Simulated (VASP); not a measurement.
Set up this calculation in VASP 6.6.1, as the native input.

```yaml
Task: single point
Functional: PBE
Potentials_or_basis: VASP PAW PBE potentials, release 64 (Hf_pv, O)
Cutoff: 520 eV
k_mesh: 20 × 20 × 20
Occupations: gaussian, width 0.1 eV
Spin: no spin polarisation
Dipole_correction: no
Further_INCAR_settings: ALGO = Normal; EDIFF = 1e-06; NBANDS = 22
```

The structure of HfO3 lies in POSCAR:

```
HfO3
1.0
   -1.5999467240      1.5999467240      3.5801131310
    1.5999467240     -1.5999467240      3.5801131310
    1.5999467240      1.5999467240     -3.5801131310
Hf O
1 3
Direct
    0.0000000000      0.0000000000      0.0000000000
    0.7500000000      0.2500000000      0.5000000000
    0.2500000000      0.7500000000      0.5000000000
    0.5000000000      0.5000000000      0.0000000000
```

The cell was generated, and may not be a known phase.

One way to write it, as run:

INCAR

```
PREC = Accurate ; ENCUT = 520
EDIFF = 1E-6 ; ISMEAR = 0
SIGMA = 0.1 ; LREAL = F
LASPH = T ; NELM = 60
ALGO = Normal ; ISIF = 2
LWAVE = F ; LCHARG = F
GGA = PE ; NBANDS = 22
```

KPOINTS

```
Automatic mesh
0
Gamma
  20 20 20
```

Potentials or basis: VASP PAW PBE potentials, release 64 (Hf_pv, O).

Launch:

```bash
$ cat potpaw_PBE.64/Hf_pv/POTCAR potpaw_PBE.64/O/POTCAR > POTCAR
$ mpirun -np 1 vasp_std > vasp.out
```

Results of the run:

```json
{"Pressure": "-3.2 GPa", "Band gap on the k mesh": "zero (bands 14 and 15 overlap by 0.94 eV)"}
```

Caveat: the cell stands under tension; spin-orbit coupling is left out, which moves the levels of the heavy elements.

It took 15 min on 1 thread of Intel Xeon 8259CL (shared host), peak memory 0.54 GiB.
